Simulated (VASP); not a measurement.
A run of VASP 6.6.1:

Contents of INCAR:

```
SYSTEM = Pb
  PREC = Accurate
  ENCUT = 520
  EDIFF = 1E-6
  ISMEAR = 0
  SIGMA = 0.15
  LREAL = .False.
  LASPH = .True.
  NELM = 80
  ALGO = Fast
  ISIF = 2
  LWAVE = .False.
  LCHARG = .False.
  GGA = PS
  NBANDS = 13
```

File KPOINTS:

```
regular mesh
0
Gamma
  16 16 16
  0 0 0
```

Contents of POSCAR:

```
Pb
1.0
    0.0000000000      2.6179880000      2.4698000000
    2.3216120000      0.0000000000      2.4698000000
    2.3216120000      2.6179880000      0.0000000000
Pb
1
Direct
    0.0000000000      0.0000000000      0.0000000000
```

Potentials or basis: VASP PAW PBE potentials, release 64 (Pb_d).

The run is started by

```console
$ cat potpaw_PBE.64/Pb_d/POTCAR > POTCAR
$ mpirun -np 1 vasp_std > vasp.out
```

Hardware: 1 thread of Intel(R) Xeon(R) 6975P-C (Granite Rapids), on a shared host.

Q: Estimate the wall time of this run.

A: It took 2.4 min on 1 thread of Intel(R) Xeon(R) 6975P-C (Granite Rapids), with other jobs on the host, peak memory 0.33 GiB. Counts: scf iterations 13, k points 621.
